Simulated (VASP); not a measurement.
# MgO (I4/mmm) in VASP: further runs

Runs on MgO. Level: PBE. Tasks: single point.

Everything below comes from runs of VASP 6.6.1. Logs are shortened: lines on timing, memory, paths and dates and some standing lists are left out, and cuts for length are marked.

### Step 1. The cell of the first run

It takes space group I4/mmm (No. 139, tetragonal). Conventional cell: a = 3.012 Å, b = 3.012 Å, c = 4.217 Å, α = 90.00°, β = 90.00°, γ = 90.00°. Mg (site symmetry 4/mmm) has 6 O at 2.11 to 2.13 Å within 2.8 Å. O (site symmetry 4/mmm) has 6 Mg at 2.11 to 2.13 Å within 2.8 Å.

### Step 2. Single point, PBE

The input, INCAR:

```
SYSTEM = MgO
ALGO = Normal
EDIFF = 1E-6
ENCUT = 840
GGA = PE
GGA_COMPAT = .FALSE.
ISIF = 2
ISMEAR = 0
LASPH = .TRUE.
LCHARG = .TRUE.
LELF = .TRUE.
LREAL = .FALSE.
LVHAR = .TRUE.
LWAVE = .FALSE.
NBANDS = 15
NELM = 120
PREC = Accurate
SIGMA = 0.02
```

The input, KPOINTS:

```
k-points
0
G
  8 8 8
  0 0 0
```

The input, POSCAR:

```
MgO
1.0
    0.0000000000      2.1295850000      2.1085000000
    2.1295850000      0.0000000000      2.1085000000
    2.1295850000      2.1295850000      0.0000000000
Mg O
1 1
Direct
    0.0000000000      0.0000000000      0.0000000000
    0.5000000000      0.5000000000      0.5000000000
```

Potentials or basis: VASP PAW PBE potentials, release 64 (Mg_sv, O).

Started as:

```bash
> cat potpaw_PBE.64/Mg_sv/POTCAR potpaw_PBE.64/O/POTCAR > POTCAR
> mpirun -np 1 vasp_std > vasp.out
```

OUTCAR:

```text
SYSTEM = MgO
   EDIFF = 1E-6
   ENCUT = 840
   GGA = PE
   ISIF = 2
   ISMEAR = 0
   LASPH = .TRUE.
   LREAL = .FALSE.
   NELM = 120
   PREC = Accurate

 ion  position               nearest neighbor table
   1  0.000  0.000  0.000-   2 2.11   2 2.11
   2  0.500  0.500  0.500-   1 2.11   1 2.11

  LATTYP: Found a body centered tetragonal cell.
 ALAT       =     3.0116879892
 C/A-ratio  =     1.4002114479

  Lattice vectors:

 A1 = (   0.0000000000,  -2.1295850000,  -2.1085000000)
 A2 = (   0.0000000000,   2.1295850000,  -2.1085000000)
 A3 = (   2.1295850000,   0.0000000000,   2.1085000000)

Analysis of symmetry for initial positions (statically):
=====================================================================
 Subroutine PRICEL returns:
 Original cell was already a primitive cell.

 Routine SETGRP: Setting up the symmetry group for a
 body centered tetragonal supercell.

 Subroutine GETGRP returns: Found 16 space group operations
 (whereof 16 operations were pure point group operations)
 out of a pool of 16 trial point group operations.

The static configuration has the point symmetry D_4h.

Analysis of symmetry for dynamics (positions and initial velocities):
=====================================================================
 Subroutine PRICEL returns:
 Original cell was already a primitive cell.

 Routine SETGRP: Setting up the symmetry group for a
 body centered tetragonal supercell.

 Subroutine GETGRP returns: Found 16 space group operations
 (whereof 16 operations were pure point group operations)
 out of a pool of 16 trial point group operations.

The dynamic configuration has the point symmetry D_4h.

 Subroutine INISYM returns: Found 16 space group operations
 (whereof 16 operations are pure point group operations),
 and found     1 'primitive' translations

----------------------------------------------------------------------------------------

                                     Primitive cell

  volume of cell :      19.1247

  direct lattice vectors                    reciprocal lattice vectors
     0.000000000  2.129585000  2.108500000    -0.234787529  0.234787529  0.237135404
     2.129585000  0.000000000  2.108500000     0.234787529 -0.234787529  0.237135404
     2.129585000  2.129585000  0.000000000     0.234787529  0.234787529 -0.237135404

  length of vectors
     2.996815730  2.996815730  3.011687989     0.408023979  0.408023979  0.408023979

  position of ions in fractional coordinates (direct lattice)
     0.000000000  0.000000000  0.000000000
     0.500000000  0.500000000  0.500000000

  ion indices of the primitive-cell ions
   primitive index   ion index
                 1           1
                 2           2

----------------------------------------------------------------------------------------

 KPOINTS: k-points

Automatic generation of k-mesh.
 Grid dimensions read from file:
 generate k-points for:    8    8    8

 Generating k-lattice:

  Cartesian coordinates                     Fractional coordinates (reciprocal lattice)
    -0.029348441  0.029348441  0.029641926     0.125000000  0.000000000  0.000000000
     0.029348441 -0.029348441  0.029641926     0.000000000  0.125000000  0.000000000
     0.029348441  0.029348441 -0.029641926     0.000000000  0.000000000  0.125000000

  Length of vectors
     0.051002997  0.051002997  0.051002997

  Shift w.r.t. Gamma in fractional coordinates (k-lattice)
     0.000000000  0.000000000  0.000000000

 Subroutine IBZKPT returns following result:
 ===========================================

 Found     59 irreducible k-points:

 Following reciprocal coordinates:
            Coordinates               Weight
  0.000000  0.000000  0.000000      1.000000
  0.125000 -0.000000  0.000000      8.000000
  0.250000 -0.000000  0.000000      8.000000
  0.375000  0.000000  0.000000      8.000000
  0.500000 -0.000000  0.000000      4.000000
  0.125000  0.125000  0.000000      2.000000
[... 16 lines left out ...]
  0.250000 -0.000000  0.125000     16.000000
  0.375000  0.000000  0.125000     16.000000
 [... further k-points ...]
   k-points           NKPTS =     59   k-points in BZ     NKDIM =     59   number of bands    NBANDS=     15
   number of dos      NEDOS =    301   number of ions     NIONS =      2
   total plane-waves  NPLWV =  21952
   dimension x,y,z NGX =    28 NGY =   28 NGZ =   28
   dimension x,y,z NGXF=    56 NGYF=   56 NGZF=   56
   ions per type =               1   1
   NGX,Y,Z   is equivalent  to a cutoff of  15.53, 15.53, 15.46 a.u.
   NGXF,Y,Z  is equivalent  to a cutoff of  31.07, 31.07, 30.91 a.u.
 SYSTEM =  MgO
   PREC   = accura    normal or accurate (medium, high low for compatibility)
   ISTART =      0    job   : 0-new  1-cont  2-samecut
   ICHARG =      2    charge: 1-file 2-atom 10-const
   ISPIN  =      1    spin polarized calculation?
   LNONCOLLINEAR =      F non collinear calculations
   LSORBIT =      F    spin-orbit coupling
   LASPH  =      T    aspherical Exc in radial PAW
   ENCUT  =  840.0 eV  61.74 Ry    7.86 a.u.   7.08  7.08  7.12*2*pi/ulx,y,z
   NELM   =    120;   NELMIN=  2; NELMDL= -5     # of ELM steps
   EDIFF  = 0.1E-05   stopping-criterion for ELM
   LREAL  =      F    real-space projection
   EDIFFG = 0.1E-04   stopping-criterion for IOM
   NSW    =      0    number of steps for IOM
   IBRION =     -1    ionic relax: 0-MD 1-quasi-New 2-CG
   NFREE  =      0    steps in history (QN), initial steepest desc. (CG)
   ISIF   =      2    stress and relaxation
   ISYM   =      2    0-nonsym 1-usesym 2-fastsym
   POTIM  = 0.5000    time-step for ionic-motion
   TEBEG  =    0.0;   TEEND  =   0.0 temperature during run
   PSTRESS=    0.0 pullay stress
   NELECT =      16.0000    total number of electrons
   NUPDOWN=      -1.0000    fix difference up-down
   EMIN   =  10.00;   EMAX   =-10.00  energy-range for DOS
   EFERMI =   0.00;   METHOD = LEGACY
   ISMEAR =     0;   SIGMA  =   0.02  broadening in eV -4-tet -1-fermi 0-gaus
   EFERMI_NEDOS =   21; number of points for ismear=-14 and -15
   IALGO  =     38    algorithm
   IMIX   =      4    mixing-type and parameters
     AMIX     =   0.40;   BMIX     =  1.00
     AMIX_MAG =   1.60;   BMIX_MAG =  1.00
  volume/ion in A,a.u.               =       9.56        64.53
  Fermi-wavevector in a.u.,A,eV,Ry     =   1.542589  2.915071 32.376174  2.379582
  Thomas-Fermi vector in A             =   2.648372
   LORBIT       =      0    0 simple, 1 ext, 2 COOP (PROOUT), +10 PAW based schemes
   GGA     = PE    functional components
   LHFCALC =     F    Hartree Fock is set to
   AEXX    =    0.0000 exact exchange contribution
   IVDW    =     0    specifies the selected vdW correction
   LEPSILON=     F    determine dielectric tensor
   LRPA    =     F    only Hartree local field effects (RPA)
 non-spin polarized calculation
 Gauss-broadening in eV      SIGMA  =   0.02
  energy-cutoff  :      840.00
  volume of cell :       19.12
 maximum number of plane-waves:      1066
   NGX = 15   NGY = 15   NGZ = 15

 number of electron      15.9999996 magnetization

 Free energy of the ion-electron system (eV)
  ---------------------------------------------------
  ext. energy  EPLUGINS =         0.00000000
  ---------------------------------------------------
  free energy    TOTEN  =       -11.88327561 eV

  energy without entropy =      -11.88327561  energy(sigma->0) =      -11.88327561

 E-fermi :   2.8662     XC(G=0): -11.2736

 val. band max:        2.7565031982   @ k =   0.0000   0.0000   0.0000
 cond. band min:       7.2643933151   @ k =   0.0000   0.0000   0.0000
 fundamental gap:      4.5078901170
 Fermi energy:         2.8662345190

 k-point     1 :       0.0000    0.0000    0.0000
  band No.  band energies     occupation
      1     -69.6004      2.00000
      2     -36.3297      2.00000
      3     -36.3297      2.00000
      4     -36.3241      2.00000
      5     -14.3821      2.00000
      6       2.7340      2.00000
      7       2.7565      2.00000
      8       2.7565      2.00000
      9       7.2644      0.00000
     10      18.3888      0.00000
     11      18.3888      0.00000
     12      18.4915      0.00000
     13      22.2747      0.00000
     14      23.8679      0.00000
     15      24.1903      0.00000

 k-point     2 :       0.1250   -0.0000    0.0000
  band No.  band energies     occupation
      1     -69.5990      2.00000
      2     -36.3398      2.00000
      3     -36.3309      2.00000
      4     -36.3265      2.00000
      5     -14.2214      2.00000
      6       1.8053      2.00000
      7       2.6454      2.00000
      8       2.6545      2.00000
      9       8.1803      0.00000
     10      16.7508      0.00000
     11      18.7285      0.00000
     12      18.8078      0.00000
     13      22.9031      0.00000
     14      23.1644      0.00000
     15      24.3684      0.00000

 k-point     3 :       0.2500   -0.0000    0.0000
  band No.  band energies     occupation
      1     -69.5965      2.00000
      2     -36.3675      2.00000
      3     -36.3341      2.00000
      4     -36.3296      2.00000
      5     -13.8058      2.00000
      6       0.1388      2.00000
      7       2.4192      2.00000
      8       2.4229      2.00000
      9       9.6356      0.00000
     10      15.1815      0.00000
     11      19.1451      0.00000
     12      19.2978      0.00000
     13      22.5708      0.00000
     14      22.7174      0.00000
     15      24.4167      0.00000
[... 343 lines left out ...]
 k-point    23 :       0.2500   -0.0000    0.1250
  band No.  band energies     occupation
      1     -69.5965      2.00000
      2     -36.3599      2.00000
      3     -36.3365      2.00000
      4     -36.3319      2.00000
      5     -13.8511      2.00000
      6       0.5289      2.00000
      7       2.2713      2.00000
      8       2.2956      2.00000
      9       9.7687      0.00000
     10      14.9413      0.00000
     11      18.8726      0.00000
     12      19.4135      0.00000
     13      20.5398      0.00000
     14      24.4566      0.00000
     15      26.4340      0.00000

 k-point    24 :       0.3750    0.0000    0.1250
  band No.  band energies     occupation
      1     -69.5939      2.00000
      2     -36.3856      2.00000
      3     -36.3403      2.00000
      4     -36.3357      2.00000
      5     -13.4070      2.00000
      6      -0.7601      2.00000
      7       1.9195      2.00000
      8       2.0827      2.00000
      9      10.8608      0.00000
     10      14.5313      0.00000
     11      17.8725      0.00000
     12      19.4746      0.00000
     13      21.8419      0.00000
     14      25.0201      0.00000
     15      25.8805      0.00000

 [... further k-points ...]

------------------------ aborting loop because EDIFF is reached ----------------------------------------

  FORCE on cell =-STRESS in cart. coord.  units (eV):
  Direction    XX          YY          ZZ          XY          YZ          ZX
  --------------------------------------------------------------------------------------
  -------------------------------------------------------------------------------------
  Total        0.0452501      0.0452501      0.2734103      0.0000000      0.0000000      0.0000000
  in kB        3.7908467      3.7908467     22.9050838      0.0000000      0.0000000      0.0000000
  external PRESSURE =      10.1622591 kB  Pullay stress =       0.0000000 kB

 VOLUME and BASIS-vectors are now :
 -----------------------------------------------------------------------------
  energy-cutoff  :      840.00
  volume of cell :       19.12
      direct lattice vectors                 reciprocal lattice vectors
     0.000000000  2.129585000  2.108500000    -0.234787529  0.234787529  0.237135404
     2.129585000  0.000000000  2.108500000     0.234787529 -0.234787529  0.237135404
     2.129585000  2.129585000  0.000000000     0.234787529  0.234787529 -0.237135404

 POSITION                                       TOTAL-FORCE (eV/Angst)
 -----------------------------------------------------------------------------------
      0.00000      0.00000      0.00000        -0.000000     -0.000000     -0.000000
      2.12959      2.12959      2.10850         0.000000      0.000000      0.000000
 -----------------------------------------------------------------------------------
    total drift:                                0.000000      0.000000      0.000000

  FREE ENERGIE OF THE ION-ELECTRON SYSTEM (eV)
  ---------------------------------------------------
  free  energy   TOTEN  =       -11.8832756064 eV

  energy  without entropy=      -11.8832756064  energy(sigma->0) =      -11.88327561
```

Run time: 56 s. Hardware: 1 thread of AMD EPYC, shared host; peak memory 0.14 GiB.

Results:

```
Free energy            : -11.8833 eV
Pressure               : 1.0 GPa
Band gap on the k mesh : 4.51 eV
```

Stress tensor (GPa, compression positive):
```
0.38 0.00 0.00
0.00 0.38 0.00
0.00 0.00 2.29
```

A hybrid or GW would open this gap; PBE tends to underestimate it.

### Step 3. Single point, PBE

This run uses another cell than the first one, of 9.44 Å³/atom.

The input, INCAR:

```
PREC = Accurate
ENCUT = 840
EDIFF = 1E-6
ISMEAR = 0
SIGMA = 0.02
LREAL = F
LASPH = T
NELM = 120
ALGO = Normal
ISIF = 2
LWAVE = F
LCHARG = T
GGA = PE
LELF = T
LVHAR = T
NBANDS = 15
GGA_COMPAT = F
```

The input, KPOINTS:

```
regular mesh
0
Gamma
  8 8 8
```

The input, POSCAR:

```
MgO
1.0
    0.0000000000      2.1155283333      2.1085000000
    2.1155283333      0.0000000000      2.1085000000
    2.1155283333      2.1155283333      0.0000000000
Mg O
1 1
Direct
    0.0000000000      0.0000000000      0.0000000000
    0.5000000000      0.5000000000      0.5000000000
```

Potentials or basis: VASP PAW PBE potentials, release 64 (Mg_sv, O).

Started as:

```bash
> cat potpaw_PBE.64/Mg_sv/POTCAR potpaw_PBE.64/O/POTCAR > POTCAR
> mpirun -np 1 vasp_std > vasp.out
```

Wall time 23 s (1 thread of Intel Xeon Platinum 8375C at 2.90GHz (Ice Lake), shared host); peak memory 0.17 GiB.

It converged, with:

* Free energy: -11.8800 eV
* Pressure: 3.1 GPa
* Band gap on the k mesh: 4.64 eV

Stress tensor (GPa, compression positive):
```
2.86 0.00 0.00
0.00 2.86 0.00
0.00 0.00 3.55
```

Levels at points of the mesh, in eV from the valence-band top:
| k point | band 4 | band 5 | band 6 | band 7 | band 8 | band 9 | band 10 | band 11 | band 12 | band 13 |
| --- | --- | --- | --- | --- | --- | --- | --- | --- | --- | --- |
| (0.00, 0.00, 0.00) | -39.03 | -17.20 | -0.01 | 0.00 | 0.00 | 4.64 | 15.73 | 15.73 | 15.77 | 19.63 |
| (0.50, 0.00, 0.00) | -39.04 | -15.91 | -4.57 | -0.65 | -0.64 | 7.84 | 12.50 | 16.19 | 16.26 | 20.80 |
| (0.50, 0.50, 0.00) | -39.06 | -15.69 | -4.01 | -1.34 | -1.34 | 9.09 | 9.89 | 13.02 | 18.81 | 18.81 |
| (0.50, 0.00, 0.50) | -39.06 | -15.70 | -4.02 | -1.33 | -1.31 | 9.12 | 9.89 | 12.98 | 18.82 | 18.88 |

Caveat: the cell stands under pressure.

[end of part 1 of 2]
